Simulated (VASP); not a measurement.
# H2CI2 (P1) in VASP: single point with PBE

Aim: the single point of H2CI2 with PBE.

All numbers are computed with VASP 6.6.1; they aren't measurements. Logs are shortened: lines on timing, memory, paths and dates and some standing lists are left out, and cuts for length are marked.

**1. The cell of the first run**

The typed cell holds 5 atoms: a = 4.389 Å, b = 4.440 Å, c = 7.087 Å, α = 79.67°, β = 79.36°, γ = 114.06°.

**2. Single point, PBE**

INCAR reads:

```
SYSTEM = H2CI2
PREC = Accurate ; ENCUT = 520
EDIFF = 1E-6 ; ISMEAR = 0
SIGMA = 0.0804 ; LREAL = .FALSE.
LASPH = .TRUE. ; NELM = 80
ALGO = Normal ; ISIF = 2
LWAVE = .FALSE. ; LCHARG = .FALSE.
GGA = PE ; NBANDS = 18
```

KPOINTS reads:

```
Automatic mesh
0
Gamma
  5 5 3
  0.5 0.5 0
```

POSCAR reads:

```
H2CI2
1.0
   -3.6882990000      0.0063540000      2.3786100000
    3.7191070000     -0.0183820000      2.4260750000
   -0.0067080000      6.6730680000      2.3857770000
I C H
2 1 2
Direct
    0.1059570000      0.1206630000      0.2653280000
    0.3535550000      0.3821580000      0.7230490000
    0.9770020000      0.9946650000      0.9862250000
    0.7485830000      0.9746760000      0.0022300000
    0.9955350000      0.7897100000      0.9908890000
```

Potentials or basis: VASP PAW PBE potentials, release 64 (I, C, H).

On the command line:

```sh
> cat potpaw_PBE.64/I/POTCAR potpaw_PBE.64/C/POTCAR potpaw_PBE.64/H/POTCAR > POTCAR
> mpirun -np 1 vasp_std > vasp.out
```

OUTCAR:

```text
SYSTEM = H2CI2
   PREC = Accurate
   ENCUT = 520
   EDIFF = 1E-6
   ISMEAR = 0
   LREAL = .FALSE.
   LASPH = .TRUE.
   NELM = 80
   ISIF = 2
   GGA = PE

 ion  position               nearest neighbor table
   1  0.106  0.121  0.265-   3 2.26
   2  0.354  0.382  0.723-   3 2.14
   3  0.977  0.995  0.986-   5 0.94   4 0.95   2 2.14   1 2.26
   4  0.749  0.975  0.002-   3 0.95
   5  0.996  0.790  0.991-   3 0.94

  LATTYP: Found a triclinic cell.
 ALAT       =     4.3887783515
 B/A-ratio  =     1.6878499614
 C/A-ratio  =     1.6147397898
 COS(alpha) =     0.0019337393
 COS(beta)  =     0.1846168940
 COS(gamma) =     0.8369032200

  Lattice vectors:

 A1 = (   3.6882990000,  -0.0063540000,  -2.3786100000)
 A2 = (   7.4074060000,  -0.0247360000,   0.0474650000)
 A3 = (   0.0067080000,  -6.6730680000,  -2.3857770000)

Analysis of symmetry for initial positions (statically):
=====================================================================
 Subroutine PRICEL returns:
 Original cell was already a primitive cell.

 Routine SETGRP: Setting up the symmetry group for a
 triclinic supercell.

 Subroutine GETGRP returns: Found  1 space group operations
 (whereof  1 operations were pure point group operations)
 out of a pool of  2 trial point group operations.

The static configuration has the point symmetry C_1 .

Analysis of symmetry for dynamics (positions and initial velocities):
=====================================================================
 Subroutine PRICEL returns:
 Original cell was already a primitive cell.

 Routine SETGRP: Setting up the symmetry group for a
 triclinic supercell.

 Subroutine GETGRP returns: Found  1 space group operations
 (whereof  1 operations were pure point group operations)
 out of a pool of  2 trial point group operations.

The dynamic configuration has the point symmetry C_1 .

 Subroutine INISYM returns: Found  1 space group operations
 (whereof  1 operations are pure point group operations),
 and found     1 'primitive' translations

----------------------------------------------------------------------------------------

                                     Primitive cell

  volume of cell :     118.8482

  direct lattice vectors                    reciprocal lattice vectors
    -3.688299000  0.006354000  2.378610000    -0.136587857 -0.074794866  0.208818760
     3.719107000 -0.018382000  2.426075000     0.133426245 -0.073905237  0.207089637
    -0.006708000  6.673068000  2.385777000     0.000497600  0.149723743  0.000371626

  length of vectors
     4.388778352  4.440488113  7.086735033     0.260491438  0.257197715  0.149725031

  position of ions in fractional coordinates (direct lattice)
     0.105957000  0.120663000  0.265328000
     0.353555000  0.382158000  0.723049000
     0.977002000  0.994665000  0.986225000
     0.748583000  0.974676000  0.002230000
     0.995535000  0.789710000  0.990889000

  ion indices of the primitive-cell ions
   primitive index   ion index
                 1           1
                 2           2
                 3           3
                 4           4
                 5           5

----------------------------------------------------------------------------------------

 KPOINTS: Automatic mesh

Automatic generation of k-mesh.
 Grid dimensions read from file:
 generate k-points for:    5    5    3

 Generating k-lattice:

  Cartesian coordinates                     Fractional coordinates (reciprocal lattice)
    -0.027317571 -0.014958973  0.041763752     0.200000000  0.000000000  0.000000000
     0.026685249 -0.014781047  0.041417927     0.000000000  0.200000000  0.000000000
     0.000165867  0.049907914  0.000123875     0.000000000 -0.000000000  0.333333333

  Length of vectors
     0.052098288  0.051439543  0.049908344

  Shift w.r.t. Gamma in fractional coordinates (k-lattice)
     0.500000000  0.500000000  0.000000000

 Subroutine IBZKPT returns following result:
 ===========================================

 Found     38 irreducible k-points:

 Following reciprocal coordinates:
            Coordinates               Weight
  0.100000  0.100000  0.000000      2.000000
  0.300000  0.100000 -0.000000      2.000000
  0.500000  0.100000  0.000000      2.000000
 -0.300000  0.100000  0.000000      2.000000
 -0.100000  0.100000  0.000000      2.000000
  0.100000  0.300000  0.000000      2.000000
[... 16 lines left out ...]
 -0.100000  0.300000  0.333333      2.000000
  0.100000  0.500000  0.333333      2.000000
 [... further k-points ...]
   k-points           NKPTS =     38   k-points in BZ     NKDIM =     38   number of bands    NBANDS=     18
   number of dos      NEDOS =    301   number of ions     NIONS =      5
   total plane-waves  NPLWV =  69984
   dimension x,y,z NGX =    36 NGY =   36 NGZ =   54
   dimension x,y,z NGXF=    72 NGYF=   72 NGZF=  108
   ions per type =               2   1   2
   NGX,Y,Z   is equivalent  to a cutoff of  13.64, 13.48, 12.67 a.u.
   NGXF,Y,Z  is equivalent  to a cutoff of  27.27, 26.96, 25.34 a.u.
 SYSTEM =  H2CI2
   PREC   = accura    normal or accurate (medium, high low for compatibility)
   ISTART =      0    job   : 0-new  1-cont  2-samecut
   ICHARG =      2    charge: 1-file 2-atom 10-const
   ISPIN  =      1    spin polarized calculation?
   LNONCOLLINEAR =      F non collinear calculations
   LSORBIT =      F    spin-orbit coupling
   LASPH  =      T    aspherical Exc in radial PAW
   ENCUT  =  520.0 eV  38.22 Ry    6.18 a.u.   8.16  8.26 13.18*2*pi/ulx,y,z
   NELM   =     80;   NELMIN=  2; NELMDL= -5     # of ELM steps
   EDIFF  = 0.1E-05   stopping-criterion for ELM
   LREAL  =      F    real-space projection
   EDIFFG = 0.1E-04   stopping-criterion for IOM
   NSW    =      0    number of steps for IOM
   IBRION =     -1    ionic relax: 0-MD 1-quasi-New 2-CG
   NFREE  =      0    steps in history (QN), initial steepest desc. (CG)
   ISIF   =      2    stress and relaxation
   ISYM   =      2    0-nonsym 1-usesym 2-fastsym
   POTIM  = 0.5000    time-step for ionic-motion
   TEBEG  =    0.0;   TEEND  =   0.0 temperature during run
   PSTRESS=    0.0 pullay stress
   NELECT =      20.0000    total number of electrons
   NUPDOWN=      -1.0000    fix difference up-down
   EMIN   =  10.00;   EMAX   =-10.00  energy-range for DOS
   EFERMI =   0.00;   METHOD = LEGACY
   ISMEAR =     0;   SIGMA  =   0.08  broadening in eV -4-tet -1-fermi 0-gaus
   EFERMI_NEDOS =   21; number of points for ismear=-14 and -15
   IALGO  =     38    algorithm
   IMIX   =      4    mixing-type and parameters
     AMIX     =   0.40;   BMIX     =  1.00
     AMIX_MAG =   1.60;   BMIX_MAG =  1.00
  volume/ion in A,a.u.               =      23.77       160.41
  Fermi-wavevector in a.u.,A,eV,Ry     =   0.903831  1.707993 11.114746  0.816911
  Thomas-Fermi vector in A             =   2.027204
   LORBIT       =      0    0 simple, 1 ext, 2 COOP (PROOUT), +10 PAW based schemes
   GGA     = PE    functional components
   LHFCALC =     F    Hartree Fock is set to
   AEXX    =    0.0000 exact exchange contribution
   IVDW    =     0    specifies the selected vdW correction
   LEPSILON=     F    determine dielectric tensor
   LRPA    =     F    only Hartree local field effects (RPA)
 non-spin polarized calculation
 Gauss-broadening in eV      SIGMA  =   0.08
  energy-cutoff  :      520.00
  volume of cell :      118.85
 maximum number of plane-waves:      3212
 NGX is ok and might be reduce to    36
   NGX = 17   NGY = 17   NGZ = 27

 number of electron      19.9999999 magnetization

 Free energy of the ion-electron system (eV)
  ---------------------------------------------------
  ext. energy  EPLUGINS =         0.00000000
  ---------------------------------------------------
  free energy    TOTEN  =       -17.65430320 eV

  energy without entropy =      -17.65430320  energy(sigma->0) =      -17.65430320

 E-fermi :   1.3020     XC(G=0):  -7.5637

 val. band max:        0.8929834398   @ k =  -0.1000   0.1000   0.0000
 cond. band min:       3.5720759430   @ k =   0.1000   0.1000   0.0000
 fundamental gap:      2.6790925033
 Fermi energy:         1.3020300253

 k-point     1 :       0.1000    0.1000    0.0000
  band No.  band energies     occupation
      1     -13.0915      2.00000
      2     -10.5949      2.00000
      3      -9.5387      2.00000
      4      -5.3412      2.00000
      5      -3.4683      2.00000
      6      -2.3420      2.00000
[... 10 lines left out ...]
     17       9.6557      0.00000
     18      10.4998      0.00000

 k-point     2 :       0.3000    0.1000   -0.0000
  band No.  band energies     occupation
      1     -12.9680      2.00000
      2     -10.5824      2.00000
      3      -9.5621      2.00000
      4      -5.4774      2.00000
      5      -3.3396      2.00000
      6      -2.6557      2.00000
[... 10 lines left out ...]
     17       9.9451      0.00000
     18      10.6569      0.00000

 k-point     3 :       0.5000    0.1000    0.0000
  band No.  band energies     occupation
      1     -12.9285      2.00000
      2     -10.5485      2.00000
      3      -9.5630      2.00000
      4      -5.5663      2.00000
      5      -3.2893      2.00000
      6      -2.7208      2.00000
[... 10 lines left out ...]
     17      10.0468      0.00000
     18      11.0889      0.00000

 k-point     4 :      -0.3000    0.1000    0.0000
  band No.  band energies     occupation
      1     -13.0318      2.00000
      2     -10.5441      2.00000
      3      -9.5279      2.00000
      4      -5.4919      2.00000
      5      -3.4401      2.00000
      6      -2.4064      2.00000
[... 375 lines left out ...]
      4      -5.6212      2.00000
      5      -3.1689      2.00000
      6      -2.3529      2.00000
[... 10 lines left out ...]
     17       9.6132      0.00000
     18      10.5733      0.00000

 k-point    23 :      -0.1000    0.3000    0.3333
  band No.  band energies     occupation
      1     -13.0171      2.00000
      2     -10.6573      2.00000
      3      -9.4477      2.00000
      4      -5.4555      2.00000
      5      -3.3480      2.00000
      6      -2.3660      2.00000
[... 10 lines left out ...]
     17       9.7064      0.00000
     18      10.2191      0.00000

 k-point    24 :       0.1000    0.5000    0.3333
  band No.  band energies     occupation
      1     -12.9203      2.00000
      2     -10.6282      2.00000
      3      -9.5291      2.00000
      4      -5.5123      2.00000
      5      -3.2498      2.00000
      6      -2.6281      2.00000
[... 10 lines left out ...]
     17      10.3574      0.00000
     18      10.5070      0.00000

 [... further k-points ...]

------------------------ aborting loop because EDIFF is reached ----------------------------------------

  FORCE on cell =-STRESS in cart. coord.  units (eV):
  Direction    XX          YY          ZZ          XY          YZ          ZX
  --------------------------------------------------------------------------------------
  -------------------------------------------------------------------------------------
  Total       10.5858811     -1.0674007      3.3461785      0.2219000     -1.0920201     -0.0290192
  in kB      142.7069233    -14.3894933     45.1094087      2.9914053    -14.7213843     -0.3912039
  external PRESSURE =      57.8089463 kB  Pullay stress =       0.0000000 kB

 VOLUME and BASIS-vectors are now :
 -----------------------------------------------------------------------------
  energy-cutoff  :      520.00
  volume of cell :      118.85
      direct lattice vectors                 reciprocal lattice vectors
    -3.688299000  0.006354000  2.378610000    -0.136587857 -0.074794866  0.208818760
     3.719107000 -0.018382000  2.426075000     0.133426245 -0.073905237  0.207089637
    -0.006708000  6.673068000  2.385777000     0.000497600  0.149723743  0.000371626

 POSITION                                       TOTAL-FORCE (eV/Angst)
 -----------------------------------------------------------------------------------
      0.05618      1.76901      1.17778         0.027491     -0.548060     -0.482716
      0.11242      4.82018      3.49315         0.093304     -0.058111     -0.124435
      0.08917      6.56907      7.08995         1.000943     -0.095272      8.024138
      0.86391      0.00172      4.15054         5.653439      0.503695     -3.834374
     -0.74146      6.60408      6.64793        -6.775177      0.197747     -3.582613
 -----------------------------------------------------------------------------------
    total drift:                               -0.000339     -0.000078      0.000056

  FREE ENERGIE OF THE ION-ELECTRON SYSTEM (eV)
  ---------------------------------------------------
  free  energy   TOTEN  =       -17.6543031968 eV

  energy  without entropy=      -17.6543031968  energy(sigma->0) =      -17.65430320
```

It took 88 s on 1 thread of Intel Xeon Platinum 8375C at 2.90GHz (Ice Lake), shared host; peak memory 0.29 GiB.

Results:

- Free energy: -17.6543 eV
- Pressure: 5.8 GPa
- Largest force: 8.087 eV/Å
- Band gap on the k mesh: 2.68 eV (least direct gap 2.77 eV)

Forces on the atoms (eV/Å):
```
I    0.027 -0.548 -0.483
I    0.093 -0.058 -0.124
C    1.001 -0.095  8.024
H    5.653  0.504 -3.834
H   -6.775  0.198 -3.583
```

Stress tensor (GPa, compression positive):
```
14.27  0.30 -0.04
 0.30 -1.44 -1.47
-0.04 -1.47  4.51
```

Caveat: the cell stands under pressure; this functional lacks dispersion, which holds the molecules together, so the pressure and a relaxed volume are unreliable; spin-orbit coupling is left out, which moves the levels of the heavy elements; a shifted mesh leaves out Γ, where band edges can lie; forces of over 1 eV/Å act on the atoms, so gaps and moduli don't describe the material at rest. A k mesh can miss the band edges.
